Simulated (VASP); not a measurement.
# BH3C18: single point with PBEsol

BH3C18, a slab with vacuum:

```xyz
22
Lattice="7.3980 0.0000 0.0000 -3.6990 6.4069 0.0000 0.0000 0.0000 13.0000" Properties=species:S:1:pos:R:3 pbc="T T T"
C     0.0240   -0.0460    0.9344
C     1.2384    0.6750    0.9221
C    -1.2329    2.1153    1.0165
C     0.0154    2.8286    0.9704
C    -2.4629    4.2316    0.8366
C    -1.2254    4.9386    0.9121
C     2.4781   -0.0436    0.9286
C     3.7039    0.6761    0.9179
C     1.2453    2.0959    0.9523
C     2.4770    2.8186    0.8958
C    -0.0154    4.2178    0.9967
C     1.2382    4.9384    1.3533
C     4.9272   -0.0126    1.0415
C     6.1679    0.6632    1.0193
C     3.7020    2.1016    0.8399
C     4.9194    2.8235    0.8607
C     2.4968    4.2231    0.9684
C     3.7016    4.9412    0.8845
B     6.0989    1.4237    2.6037
H     4.9300   -1.5012    2.4809
H     7.1334    1.2873    3.1921
H     5.0314    1.5563    3.1291
```

| Property | Result |
| --- | --- |
| Program | VASP 6.6.1 |
| Task | single point |
| Functional | PBEsol |
| Potentials or basis | VASP PAW PBE potentials, release 64 (C, B, H) |
| Cutoff | 520 eV |
| k mesh | 2 × 2 × 1 |
| Occupations | gaussian, width 0.02 eV |
| Spin | no spin polarisation |
| Dipole correction | no |
| Further INCAR settings | LREAL = Auto; ALGO = Normal; EDIFF = 1e-06; NBANDS = 56 |

| Item | Value |
| --- | --- |
| Largest force | 0.032 eV/Å |
| Band gap on the k mesh | zero (band 39 reaches -1.71 eV, above the bottom of band 40 at -1.81 eV) |

Forces on the atoms (eV/Å):
```
C   -0.009  0.019 -0.002
C   -0.011  0.007 -0.004
C   -0.002  0.019 -0.001
C    0.002  0.002 -0.003
C    0.001  0.020  0.002
C   -0.002  0.000 -0.001
C    0.005 -0.002  0.000
C   -0.005 -0.004 -0.008
C   -0.002 -0.001  0.002
C   -0.008 -0.009 -0.006
C    0.015  0.008 -0.009
C    0.001 -0.008  0.017
C   -0.004 -0.009 -0.005
C    0.011 -0.015 -0.003
C   -0.003  0.002 -0.010
C    0.017 -0.027 -0.003
C   -0.012  0.013 -0.010
C    0.004 -0.016 -0.007
B   -0.001  0.008 -0.009
H   -0.003 -0.003  0.032
H    0.014 -0.003  0.017
H   -0.008 -0.002  0.009
```

Levels at points of the mesh, in eV from the Fermi level:
```csv
k point,band 36,band 37,band 38,band 39,band 40,band 41,band 42,band 43
"(0.00, 0.00, 0.00)",-3.02,-2.12,-0.95,-0.65,-0.09,1.99,2.23,3.49
"(0.50, 0.00, 0.00)",-3.07,-2.55,-2.47,-0.01,0.32,1.82,2.13,2.43
"(0.00, 0.50, 0.00)",-2.99,-2.74,-2.46,0.01,0.79,1.19,2.20,2.43
"(0.50, 0.50, 0.00)",-3.21,-2.69,-2.42,-0.13,0.61,1.73,2.18,2.42
```

It took 5.1 min on 1 thread of Intel(R) Xeon(R) Platinum 8124M CPU @ 3.00GHz (Skylake/Cascade Lake) (shared host), peak memory 0.64 GiB.

Caveat: the k points lie up to 0.49 Å⁻¹ apart; the PAW data sets were made with another functional, which shifts forces and pressure a little.
